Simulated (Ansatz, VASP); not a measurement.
**Two plane-wave programs on EuBe2**

```xyz
6
Lattice="0.0000 3.6339 3.6339 3.6339 0.0000 3.6339 3.6339 3.6339 0.0000" Properties=species:S:1:pos:R:3 pbc="T T T"
Eu    3.6339    3.6339    3.6339
Eu    5.4508    5.4508    5.4508
Be    0.9085    0.9085    0.9085
Be    0.9085    2.7254    2.7254
Be    2.7254    0.9085    2.7254
Be    2.7254    2.7254    0.9085
```

Change from the starting cell: species swapped into the TmNi2 type (Fd-3m, No. 227).

Alike in both runs: functional PBE; k mesh 10 × 10 × 10; occupations gaussian, width 0.1 eV; collinear spin.

Ansatz relaxed the structure, and its values are those at the end. VASP's run is a single point on that final structure, the one shown.

|  | VASP | Ansatz |
| --- | --- | --- |
| version | VASP 6.6.1 | Ansatz 0.2.0 |
| potentials or method | VASP PAW PBE potentials, release 64 (Eu, Be), cutoff 520 eV | scalar-relativistic, plane waves, PAW |
| valence electrons in the cell | 42 | 42 |

```csv
,VASP,Ansatz,Ansatz less VASP
gap on the k mesh at the Fermi level (eV),none,none,-
pressure (GPa),0.0,0.0,+0.02
net moment per atom (μB),2.20,2.20,0.000
size of the moment on the site where the two differ most (μB),6.40,6.54,+0.140
```

Site moments also hang on the region over which each program counts them. A gap of «none» marks a metal or a gap that the smearing closes. Ansatz's warnings: given moment on shells.

Neither program's run includes spin-orbit coupling.
